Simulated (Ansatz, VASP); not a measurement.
## Si3N: VASP beside Ansatz

```
CELL_PARAMETERS angstrom
3.83334 0.00000 0.00000
0.00000 5.42117 0.00000
0.00000 0.00000 22.48776
ATOMIC_POSITIONS crystal
Si 0.50000 0.00000 0.17787
Si 0.00000 0.25000 0.17787
Si 0.00000 0.50388 0.26087
Si 0.50000 0.74612 0.26087
Si 0.50000 0.00860 0.34186
Si 0.00000 0.24140 0.34186
N 0.83333 0.00860 0.47972
N 0.83333 0.00860 0.52863
```

Alike in both runs: task single point; functional PBE; dispersion D3(BJ); k mesh 7 × 5 × 1; occupations gaussian, width 0.05 eV; no spin polarisation.

|  | VASP | Ansatz |
| --- | --- | --- |
| version | VASP 6.6.1 | Ansatz 0.2.0 |
| potentials or method | VASP PAW PBE potentials, release 64 (Si, N), cutoff 520 eV | scalar-relativistic, plane waves, PAW |
| valence electrons in the cell | 34 | 34 |

```csv
,VASP,Ansatz,Ansatz less VASP
gap on the k mesh at the Fermi level (eV),none,none,-
rms of the force components (eV/Å),0.645,0.197,-0.4474
```

Atom by atom the forces differ by 0.519 eV/Å (rms over components). A gap of «none» marks a metal or a gap that the smearing closes. One of these differences is far larger than is usual between the two programs; its cause wasn't traced.

Noted on VASP's run: the standard files for N, O and F lose accuracy on very short bonds.
